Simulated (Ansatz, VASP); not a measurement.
## One calculation of AlP, two programs

The input INCAR:

```
SYSTEM = AlP
PREC = Accurate ; ENCUT = 400
EDIFF = 1E-6 ; ISMEAR = 1
SIGMA = 0.1 ; LREAL = .FALSE.
LASPH = .TRUE. ; NELM = 120
ALGO = Normal ; ISIF = 2
LWAVE = .FALSE. ; LCHARG = .FALSE.
LDIPOL = .TRUE. ; IDIPOL = 3
DIPOL = 0.5 0.5 0.500 ; GGA = CA
NBANDS = 21 ; GGA_COMPAT = .FALSE.
NELMDL = -8
```

Contents of KPOINTS:

```
Automatic mesh
0
G
  4 4 1
  0 0 0
```

POSCAR

```
AlP
1.0
    3.8544390000      0.0000000000      0.0000000000
    1.9272195000      3.3380420913      0.0000000000
    0.0000000000      0.0000000000     19.0810565960
Al P
3 3
Direct
    0.0000000000      0.0000000000      0.3144479956
    0.3333333333      0.3333333333      0.4793831106
    0.6666666667      0.6666666667      0.6443182257
    0.3333333333      0.3333333333      0.3556817743
    0.6666666667      0.6666666667      0.5206168894
    0.0000000000      0.0000000000      0.6855520044
```

Input for Ansatz:

```yaml
crystal:
  lattice:
    - [3.854439, 0.0, 0.0]
    - [1.9272195000000005, 3.338042091337488, 0.0]
    - [0.0, 0.0, 19.081056596012587]
  atoms:
    - { symbol: Al, position: [0.0, 0.0, 0.3144479955713686] }
    - { symbol: P, position: [0.3333333333333333, 0.3333333333333334, 0.3556817743332867] }
    - { symbol: Al, position: [0.3333333333333334, 0.33333333333333337, 0.47938311061904093] }
    - { symbol: P, position: [0.6666666666666667, 0.6666666666666669, 0.520616889380959] }
    - { symbol: Al, position: [0.6666666666666669, 0.6666666666666667, 0.6443182256667133] }
    - { symbol: P, position: [2.220446049250313e-16, 2.220446049250313e-16, 0.6855520044286314] }
basis:
  ecutwfc: 420.0
  xc_grid: 3
kpoints:
  mp_grid:
    grid: [4, 4, 1]
hamiltonian:
  xc: lda
efield:
  axis: 3
  dipole_correction: true
scf:
  algorithm: direct_min
  lower_state_search: light
  occupations:
    method: cold
  eigensolver:
    kind: auto
    mixed_precision: false
output:
  write_potential: true
  forces: true
```

Alike in both runs: task single point; functional LDA; k mesh 4 × 4 × 1; no spin polarisation.

|  | VASP | Ansatz |
| --- | --- | --- |
| version | VASP 6.6.1 | Ansatz 0.2.0 |
| potentials or method | VASP PAW LDA potentials, release 64 (Al, P), cutoff 400 eV | plane waves, PAW |
| occupations | methfessel-paxton of order 1, width 0.1 eV | cold |
| valence electrons in the cell | 24 | 24 |

```tsv
	VASP	Ansatz	Ansatz less VASP
gap on the k mesh at the Fermi level (eV)	none	none	-
rms of the force components (eV/Å)	0.417	0.419	+0.0015
```

LDA's correlation is that of Perdew and Zunger in VASP and of Perdew and Wang (1992) in Ansatz. A gap of «none» marks a metal or a gap that the smearing closes. Ansatz's warnings: vacuum density over bound.

The k mesh is coarse, so the values compare programs but aren't converged.
